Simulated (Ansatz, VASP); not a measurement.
## MgO in VASP and in Ansatz

INCAR

```
  PREC = Accurate
  ENCUT = 520
  EDIFF = 1E-6
  ISMEAR = 0
  SIGMA = 0.05
  LREAL = F
  LASPH = T
  NELM = 60
  ALGO = Normal
  ISIF = 2
  LWAVE = F
  LCHARG = T
  GGA = PS
  LELF = T
  LVHAR = T
  NBANDS = 11
```

File KPOINTS:

```
Automatic mesh
0
Gamma
  10 10 10
```

Contents of POSCAR:

```
MgO
1.0
    0.0000000000      2.0544280775      2.2124610065
    2.0544280775      0.0000000000      2.2124610065
    2.0544280775      2.0544280775      0.0000000000
Mg O
1 1
Direct
    0.0000000000      0.0000000000      0.0000000000
    0.5000000000      0.5000000000      0.5000000000
```

Input for Ansatz:

```yaml
crystal:
  lattice:
    - [0.0, 2.0544280775, 2.2124610065]
    - [2.0544280775, 0.0, 2.2124610065]
    - [2.0544280775, 2.0544280775, 0.0]
  atoms:
    - { symbol: Mg, position: [0.0, 0.0, 0.0] }
    - { symbol: O, position: [0.5, 0.5, 0.5] }
basis:
  ecutwfc: 420
kpoints:
  mp_grid: { grid: [10, 10, 10] }
hamiltonian:
  xc: pbesol
scf:
  occupations: { method: gaussian, width: 0.05 }
output:
  forces: true
  stress: true
  eigenvalues: true
  write_density: true
  write_potential: true
  elf: true
  volumetric_format: npy
```

Change from the starting cell: strain -0.025 along x and y, +0.050 along z, atoms carried along.

Alike in both runs: task single point; functional PBEsol; k mesh 10 × 10 × 10; occupations gaussian, width 0.05 eV; no spin polarisation.

|  | VASP | Ansatz |
| --- | --- | --- |
| version | VASP 6.6.1 | Ansatz 0.2.0 |
| potentials or method | VASP PAW PBE potentials, release 64 (Mg, O), cutoff 520 eV | scalar-relativistic, plane waves, PAW |
| valence electrons in the cell | 8 | 16 |

```tsv
	VASP	Ansatz	Ansatz less VASP
gap on the k mesh at the Fermi level (eV)	4.52	4.52	+0.002
least direct gap on the mesh (eV)	4.52	4.52	+0.002
pressure (GPa)	1.5	2.0	+0.48
traceless stress, the component that is largest in VASP (GPa)	-9.15	-9.11	+0.045
```

VASP's potentials were made for PBE, not for PBEsol. The functional is the same, so the differences come from potentials, cutoffs and numerics. VASP's potentials hold 8 valence electrons a cell and Ansatz's 16, so a difference there can come from the potentials and not from the codes.
